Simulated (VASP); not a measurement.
Set up this calculation in VASP 6.6.1, as the native input.

```yaml
Task: single point
Functional: BLYP
Potentials_or_basis: VASP PAW PBE potentials, release 64 (C)
Cutoff: 520 eV
k_mesh: 13 × 13 × 13
Occupations: fermi-dirac, width 0.05 eV
Spin: no spin polarisation
Dipole_correction: no
Further_INCAR_settings: ALGO = Normal; EDIFF = 1e-07; NBANDS = 11
```

The structure of C lies in POSCAR:

```
C
1.0
    0.0000000000      1.7494221124      1.7494221124
    1.7494221124      0.0000000000      1.7494221124
    1.7494221124      1.7494221124      0.0000000000
C
2
Direct
    0.5000000000      0.5000000000      0.5000000000
    0.7500000000      0.7500000000      0.7500000000
```

This cell differs from its parent crystal: volume scaled by 0.92.

The input as run:

INCAR

```
SYSTEM = C
  PREC = Accurate
  ENCUT = 520
  EDIFF = 1E-7
  ISMEAR = -1
  SIGMA = 0.05
  LREAL = .False.
  LASPH = .True.
  NELM = 100
  ALGO = Normal
  ISIF = 2
  LWAVE = .False.
  LCHARG = .False.
  GGA = B5
  ALDAX = 1.0
  AGGAX = 1.0
  AGGAC = 1.0
  ALDAC = 0.0
  NBANDS = 11
```

KPOINTS

```
regular mesh
0
Gamma
  13 13 13
  0 0 0
```

Potentials or basis: VASP PAW PBE potentials, release 64 (C).

Run with:

```sh
$ cat potpaw_PBE.64/C/POTCAR > POTCAR
$ mpirun -np 1 vasp_std > vasp.out
```

It gave:

The pressure is 40.6 GPa and the band gap on the k mesh is 4.62 eV, indirect (least direct gap 5.91 eV).

Caveat: the PAW data sets were made with another functional, which shifts forces and pressure a little.

Run time: 8.6 s on 1 thread of AMD EPYC 7R13 Processor (Zen 3), with other jobs on the host, peak memory 0.09 GiB.
